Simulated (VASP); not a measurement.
# Nb (Fm-3m) in VASP: notebook

Runs on Nb. Level: PBE. Tasks: single point.

Program: VASP 6.6.1. These are calculated values, not measurements. Logs are shortened: lines on timing, memory, paths and dates and some standing lists are left out, and cuts for length are marked.

### 1 The cell of the first run

The structure is cubic, space group Fm-3m (No. 225). Conventional cell: a = 4.230 Å, b = 4.230 Å, c = 4.230 Å, α = 90.00°, β = 90.00°, γ = 90.00°. Within 3.9 Å of Nb (site symmetry m-3m) lie 12 Nb at 2.99 Å.

### 2 Single point, PBE

Contents of INCAR:

```
SYSTEM = Nb
PREC = Accurate
ENCUT = 520
EDIFF = 1E-6
ISMEAR = 0
SIGMA = 0.015
LREAL = .FALSE.
LASPH = .TRUE.
NELM = 80
ALGO = Normal
ISIF = 2
LWAVE = .FALSE.
LCHARG = .TRUE.
GGA = PE
LELF = .TRUE.
LVHAR = .TRUE.
NBANDS = 12
```

Contents of KPOINTS:

```
Automatic mesh
0
G
  11 11 11
  0 0 0
```

Contents of POSCAR:

```
Nb
1.0
    0.0000000000      2.1150000000      2.1150000000
    2.1150000000      0.0000000000      2.1150000000
    2.1150000000      2.1150000000      0.0000000000
Nb
1
Direct
    0.0000000000      0.0000000000      0.0000000000
```

Potentials or basis: VASP PAW PBE potentials, release 64 (Nb_sv).

The run is started by

```sh
cat potpaw_PBE.64/Nb_sv/POTCAR > POTCAR
mpirun -np 1 vasp_std > vasp.out
```

OUTCAR:

```text
SYSTEM = Nb
   PREC = Accurate
   ENCUT = 520
   EDIFF = 1E-6
   ISMEAR = 0
   LREAL = .FALSE.
   LASPH = .TRUE.
   NELM = 80
   ISIF = 2
   GGA = PE

 ion  position               nearest neighbor table
   1  0.000  0.000  0.000-

  LATTYP: Found a face centered cubic cell.
 ALAT       =     4.2300000000

  Lattice vectors:

 A1 = (   0.0000000000,   2.1150000000,   2.1150000000)
 A2 = (   2.1150000000,   0.0000000000,   2.1150000000)
 A3 = (   2.1150000000,   2.1150000000,   0.0000000000)

Analysis of symmetry for initial positions (statically):
=====================================================================
 Subroutine PRICEL returns:
 Original cell was already a primitive cell.

 Routine SETGRP: Setting up the symmetry group for a
 face centered cubic supercell.

 Subroutine GETGRP returns: Found 48 space group operations
 (whereof 48 operations were pure point group operations)
 out of a pool of 48 trial point group operations.

The static configuration has the point symmetry O_h .

Analysis of symmetry for dynamics (positions and initial velocities):
=====================================================================
 Subroutine PRICEL returns:
 Original cell was already a primitive cell.

 Routine SETGRP: Setting up the symmetry group for a
 face centered cubic supercell.

 Subroutine GETGRP returns: Found 48 space group operations
 (whereof 48 operations were pure point group operations)
 out of a pool of 48 trial point group operations.

The dynamic configuration has the point symmetry O_h .

 Subroutine INISYM returns: Found 48 space group operations
 (whereof 48 operations are pure point group operations),
 and found     1 'primitive' translations

----------------------------------------------------------------------------------------

                                     Primitive cell

  volume of cell :      18.9217

  direct lattice vectors                    reciprocal lattice vectors
     0.000000000  2.115000000  2.115000000    -0.236406619  0.236406619  0.236406619
     2.115000000  0.000000000  2.115000000     0.236406619 -0.236406619  0.236406619
     2.115000000  2.115000000  0.000000000     0.236406619  0.236406619 -0.236406619

  length of vectors
     2.991061684  2.991061684  2.991061684     0.409468276  0.409468276  0.409468276

  position of ions in fractional coordinates (direct lattice)
     0.000000000  0.000000000  0.000000000

  ion indices of the primitive-cell ions
   primitive index   ion index
                 1           1

----------------------------------------------------------------------------------------

 KPOINTS: Automatic mesh

Automatic generation of k-mesh.
 Grid dimensions read from file:
 generate k-points for:   11   11   11

 Generating k-lattice:

  Cartesian coordinates                     Fractional coordinates (reciprocal lattice)
    -0.021491511  0.021491511  0.021491511     0.090909091  0.000000000  0.000000000
     0.021491511 -0.021491511  0.021491511     0.000000000  0.090909091  0.000000000
     0.021491511  0.021491511 -0.021491511     0.000000000  0.000000000  0.090909091

  Length of vectors
     0.037224389  0.037224389  0.037224389

  Shift w.r.t. Gamma in fractional coordinates (k-lattice)
     0.000000000  0.000000000  0.000000000

 Subroutine IBZKPT returns following result:
 ===========================================

 Found     56 irreducible k-points:

 Following reciprocal coordinates:
            Coordinates               Weight
  0.000000  0.000000  0.000000      1.000000
  0.090909  0.000000  0.000000      8.000000
  0.181818  0.000000  0.000000      8.000000
  0.272727  0.000000  0.000000      8.000000
  0.363636  0.000000  0.000000      8.000000
  0.454545  0.000000  0.000000      8.000000
[... 16 lines left out ...]
 -0.272727  0.181818  0.000000     24.000000
 -0.181818  0.181818  0.000000     12.000000
 [... further k-points ...]
   k-points           NKPTS =     56   k-points in BZ     NKDIM =     56   number of bands    NBANDS=     12
   number of dos      NEDOS =    301   number of ions     NIONS =      1
   total plane-waves  NPLWV =  13824
   dimension x,y,z NGX =    24 NGY =   24 NGZ =   24
   dimension x,y,z NGXF=    48 NGYF=   48 NGZF=   48
   ions per type =               1
   NGX,Y,Z   is equivalent  to a cutoff of  13.34, 13.34, 13.34 a.u.
   NGXF,Y,Z  is equivalent  to a cutoff of  26.68, 26.68, 26.68 a.u.
 SYSTEM =  Nb
   PREC   = accura    normal or accurate (medium, high low for compatibility)
   ISTART =      0    job   : 0-new  1-cont  2-samecut
   ICHARG =      2    charge: 1-file 2-atom 10-const
   ISPIN  =      1    spin polarized calculation?
   LNONCOLLINEAR =      F non collinear calculations
   LSORBIT =      F    spin-orbit coupling
   LASPH  =      T    aspherical Exc in radial PAW
   ENCUT  =  520.0 eV  38.22 Ry    6.18 a.u.   5.56  5.56  5.56*2*pi/ulx,y,z
   NELM   =     80;   NELMIN=  2; NELMDL= -5     # of ELM steps
   EDIFF  = 0.1E-05   stopping-criterion for ELM
   LREAL  =      F    real-space projection
   EDIFFG = 0.1E-04   stopping-criterion for IOM
   NSW    =      0    number of steps for IOM
   IBRION =     -1    ionic relax: 0-MD 1-quasi-New 2-CG
   NFREE  =      0    steps in history (QN), initial steepest desc. (CG)
   ISIF   =      2    stress and relaxation
   ISYM   =      2    0-nonsym 1-usesym 2-fastsym
   POTIM  = 0.5000    time-step for ionic-motion
   TEBEG  =    0.0;   TEEND  =   0.0 temperature during run
   PSTRESS=    0.0 pullay stress
   NELECT =      13.0000    total number of electrons
   NUPDOWN=      -1.0000    fix difference up-down
   EMIN   =  10.00;   EMAX   =-10.00  energy-range for DOS
   EFERMI =   0.00;   METHOD = LEGACY
   ISMEAR =     0;   SIGMA  =   0.01  broadening in eV -4-tet -1-fermi 0-gaus
   EFERMI_NEDOS =   21; number of points for ismear=-14 and -15
   IALGO  =     38    algorithm
   IMIX   =      4    mixing-type and parameters
     AMIX     =   0.40;   BMIX     =  1.00
     AMIX_MAG =   1.60;   BMIX_MAG =  1.00
  volume/ion in A,a.u.               =      18.92       127.69
  Fermi-wavevector in a.u.,A,eV,Ry     =   1.444560  2.729823 28.392005  2.086754
  Thomas-Fermi vector in A             =   2.562841
   LORBIT       =      0    0 simple, 1 ext, 2 COOP (PROOUT), +10 PAW based schemes
   GGA     = PE    functional components
   LHFCALC =     F    Hartree Fock is set to
   AEXX    =    0.0000 exact exchange contribution
   IVDW    =     0    specifies the selected vdW correction
   LEPSILON=     F    determine dielectric tensor
   LRPA    =     F    only Hartree local field effects (RPA)
 non-spin polarized calculation
 Gauss-broadening in eV      SIGMA  =   0.01
  energy-cutoff  :      520.00
  volume of cell :       18.92
 maximum number of plane-waves:       532
   NGX = 11   NGY = 11   NGZ = 11

 number of electron      13.0000001 magnetization

 Free energy of the ion-electron system (eV)
  ---------------------------------------------------
  ext. energy  EPLUGINS =         0.00000000
  ---------------------------------------------------
  free energy    TOTEN  =        -9.89357898 eV

  energy without entropy =       -9.89334174  energy(sigma->0) =       -9.89346036

 E-fermi :  10.8554     XC(G=0): -12.2485

 val. band max:       10.8442083056   @ k =   0.3636   0.0909   0.0000
 cond. band min:      10.8575892379   @ k =   0.3636   0.2727   0.0909
 fundamental gap:      0.0133809323
 Fermi energy:        10.8553721437

 k-point     1 :       0.0000    0.0000    0.0000
  band No.  band energies     occupation
      1     -43.9355      2.00000
      2     -19.3389      2.00000
      3     -19.3389      2.00000
      4     -19.3389      2.00000
      5       4.6489      2.00000
      6      10.9695      0.00000
      7      10.9695      0.00000
      8      10.9695      0.00000
      9      13.5347      0.00000
     10      13.5347      0.00000
     11      22.6634      0.00000
     12      27.4054      0.00000

 k-point     2 :       0.0909    0.0000    0.0000
  band No.  band energies     occupation
      1     -43.9209      2.00000
      2     -19.4366      2.00000
      3     -19.3511      2.00000
      4     -19.3511      2.00000
      5       4.9504      2.00000
      6      10.7432      2.00000
      7      11.1041      0.00000
      8      11.1041      0.00000
      9      13.4202      0.00000
     10      13.4202      0.00000
     11      23.2580      0.00000
     12      26.2627      0.00000

 k-point     3 :       0.1818    0.0000    0.0000
  band No.  band energies     occupation
      1     -43.8816      2.00000
      2     -19.6932      2.00000
      3     -19.3835      2.00000
      4     -19.3835      2.00000
      5       5.7468      2.00000
      6      10.3059      2.00000
      7      11.3424      0.00000
      8      11.3424      0.00000
      9      13.3254      0.00000
     10      13.3254      0.00000
     11      24.0512      0.00000
     12      25.1876      0.00000
[... 286 lines left out ...]
 k-point    23 :      -0.2727    0.1818    0.0000
  band No.  band energies     occupation
      1     -43.7677      2.00000
      2     -20.1758      2.00000
      3     -19.7108      2.00000
      4     -19.4634      2.00000
      5       7.9733      2.00000
      6       9.8654      2.00000
      7      10.2927      2.00000
      8      11.8424      0.00000
      9      13.2565      0.00000
     10      16.3917      0.00000
     11      23.1977      0.00000
     12      25.6308      0.00000

 k-point    24 :      -0.1818    0.1818    0.0000
  band No.  band energies     occupation
      1     -43.8121      2.00000
      2     -19.9867      2.00000
      3     -19.6090      2.00000
      4     -19.4140      2.00000
      5       7.2318      2.00000
      6       9.6708      2.00000
      7      10.8962      0.00012
      8      12.2255      0.00000
      9      12.2610      0.00000
     10      15.1620      0.00000
     11      24.1329      0.00000
     12      26.6909      0.00000

 [... further k-points ...]

------------------------ aborting loop because EDIFF is reached ----------------------------------------

  FORCE on cell =-STRESS in cart. coord.  units (eV):
  Direction    XX          YY          ZZ          XY          YZ          ZX
  --------------------------------------------------------------------------------------
  -------------------------------------------------------------------------------------
  Total       -0.2676258     -0.2676258     -0.2676258      0.0000000     -0.0000000      0.0000000
  in kB      -22.6609145    -22.6609145    -22.6609145      0.0000000     -0.0000000      0.0000000
  external PRESSURE =     -22.6609145 kB  Pullay stress =       0.0000000 kB

 VOLUME and BASIS-vectors are now :
 -----------------------------------------------------------------------------
  energy-cutoff  :      520.00
  volume of cell :       18.92
      direct lattice vectors                 reciprocal lattice vectors
     0.000000000  2.115000000  2.115000000    -0.236406619  0.236406619  0.236406619
     2.115000000  0.000000000  2.115000000     0.236406619 -0.236406619  0.236406619
     2.115000000  2.115000000  0.000000000     0.236406619  0.236406619 -0.236406619

 POSITION                                       TOTAL-FORCE (eV/Angst)
 -----------------------------------------------------------------------------------
      0.00000      0.00000      0.00000         0.000000      0.000000      0.000000
 -----------------------------------------------------------------------------------
    total drift:                               -0.000000      0.000000     -0.000000

  FREE ENERGIE OF THE ION-ELECTRON SYSTEM (eV)
  ---------------------------------------------------
  free  energy   TOTEN  =        -9.8935789845 eV

  energy  without entropy=       -9.8933417387  energy(sigma->0) =       -9.89346036
```

Wall time 13 s (1 thread of Intel Xeon Platinum 8259CL at 2.50GHz (Skylake/Cascade Lake), shared host); peak memory 0.14 GiB.

What came out:

- Free energy: -9.8936 eV
- Pressure: -2.3 GPa

Levels at points of the mesh, in eV from the Fermi level:
| k point | band 3 | band 4 | band 5 | band 6 | band 7 | band 8 | band 9 | band 10 |
| --- | --- | --- | --- | --- | --- | --- | --- | --- |
| (0.00, 0.00, 0.00) | -30.19 | -30.19 | -6.21 | 0.11 | 0.11 | 0.11 | 2.68 | 2.68 |

### 3 Single point, PBE

Contents of INCAR:

```
SYSTEM = Nb
PREC = Accurate
ENCUT = 520
EDIFF = 1E-6
ISMEAR = 0
SIGMA = 0.016
LREAL = .FALSE.
LASPH = .TRUE.
NELM = 80
ALGO = Fast
ISIF = 2
LWAVE = .FALSE.
LCHARG = .FALSE.
GGA = PE
NBANDS = 12
```

Contents of KPOINTS:

```
regular mesh
0
G
  11 11 11
  0 0 0
```

POSCAR is that of step 2.

Potentials or basis: VASP PAW PBE potentials, release 64 (Nb_sv).

The run is started by

```sh
cat potpaw_PBE.64/Nb_sv/POTCAR > POTCAR
mpirun -np 1 vasp_std > vasp.out
```

Run time: 22 s. Hardware: 1 thread of Intel Xeon Platinum 8259CL at 2.50GHz (Skylake/Cascade Lake), shared host; peak memory 0.14 GiB.

It converged, with:

| Property | Result |
| --- | --- |
| Free energy | -9.8936 eV |
| Pressure | -2.3 GPa |

Levels at points of the mesh, in eV from the Fermi level:
```tsv
k point	band 2	band 3	band 4	band 5	band 6	band 7	band 8	band 9	band 10	band 11
(0.00, 0.00, 0.00)	-30.19	-30.19	-30.19	-6.21	0.11	0.11	0.11	2.68	2.68	11.81
```
